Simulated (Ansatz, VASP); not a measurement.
Given: the input of a run of VASP 6.6.1 on Co.

Contents of INCAR:

```
ALGO     = Normal         # electronic algorithm
EDIFF    = 1E-6           # SCF threshold, eV
EDIFFG   = -0.01          # ionic threshold
ENCUT    = 600            # plane-wave cutoff, eV
IBRION   = 2              # ionic algorithm
ISIF     = 3              # what is computed and relaxed
ISMEAR   = -1             # smearing method
ISPIN    = 2              # spin polarisation
LASPH    = True           # aspherical terms in the spheres
LCHARG   = False          # write CHGCAR
LMAXMIX  = 4              # l up to which the mixer works
LORBIT   = 11             # projections on sites
LREAL    = False          # projectors in reciprocal space
LWAVE    = False          # write WAVECAR
MAGMOM   = 2 2            # initial moments
NELM     = 150            # most SCF steps
NSW      = 60             # ionic steps
PREC     = Accurate       # precision mode
SIGMA    = 0.05           # smearing width, eV
```

KPOINTS

```
k-points
0
Gamma
  12 12 7
```

The input POSCAR:

```
Co
1.0
    2.4873648738      0.0000000000      0.0000000000
   -1.2436824369      2.1541211692      0.0000000000
    0.0000000000      0.0000000000      4.0632895034
Co
2
Direct
    0.3333333333      0.6666666667      0.7401390000
    0.6666666667      0.3333333333      0.2598610000
```

Potentials or basis: VASP PAW LDA potentials, release 64 (Co).

Launch:

```console
$ cat potpaw_LDA.64/Co/POTCAR > POTCAR
$ mpirun -np 1 vasp_std > vasp.out
```

Set up the same calculation for Ansatz 0.2.0. Potentials there: Ansatz PAW.

As run (the cutoff follows the program's own potentials):

File input.yaml:

```yaml
crystal:
  lattice:
    - [2.4873648738, 0.0, 0.0]
    - [-1.2436824369, 2.1541211692, 0.0]
    - [0.0, 0.0, 4.0632895034]
  atoms:
    - { symbol: Co, position: [0.3333333333, 0.6666666667, 0.740139], spin: 2.0 }
    - { symbol: Co, position: [0.6666666667, 0.3333333333, 0.259861], spin: 2.0 }
hamiltonian:
  xc: lda
  pseudopotentials: { kind: paw }
magnetization:
  spin_polarized: true
kpoints:
  mp_grid: { grid: [12, 12, 7] }
scf:
  occupations: { method: fermi_dirac, width: 0.05 }
output:
  forces: true
  stress: true
  eigenvalues: true
relax:
  f_tol: 0.01
  max_steps: 40
  cell: { stress_tol: 0.05 }
```

Potentials or basis: Ansatz PAW.

Launch:

```bash
$ ansatz run input.yaml --threads 2 --pin off --max-ram 5632MiB --backend cpu --events-out ev --progress --plain --runs-dir out
```

Both were run:

|  | VASP | Ansatz | Ansatz less VASP |
| --- | --- | --- | --- |
| gap on the k mesh at the Fermi level, each at its own relaxed structure (eV) | none | none | - |
| net moment per atom (μB) | 1.48 | 1.49 | +0.015 |
| size of the moment on the site where the two differ most (μB) | 1.47 | 1.54 | +0.067 |
| relaxed volume (Å³/atom) | 9.95 | 10.00 | +0.042 |
| relaxed cell length with the largest relative difference (Å) | 3.911 | 3.917 | +0.0063 |

LDA's correlation is that of Perdew and Zunger in VASP and of Perdew and Wang (1992) in Ansatz. Site moments also hang on the region over which each program counts them. A gap of «none» marks a metal or a gap that the smearing closes. VASP's potentials hold 18 valence electrons a cell and Ansatz's 34, so a difference there can come from the potentials and not from the codes.

Noted on Ansatz's run: the plane-wave basis is chosen anew once the cell has moved, so the energies of steps on either side of that aren't comparable.
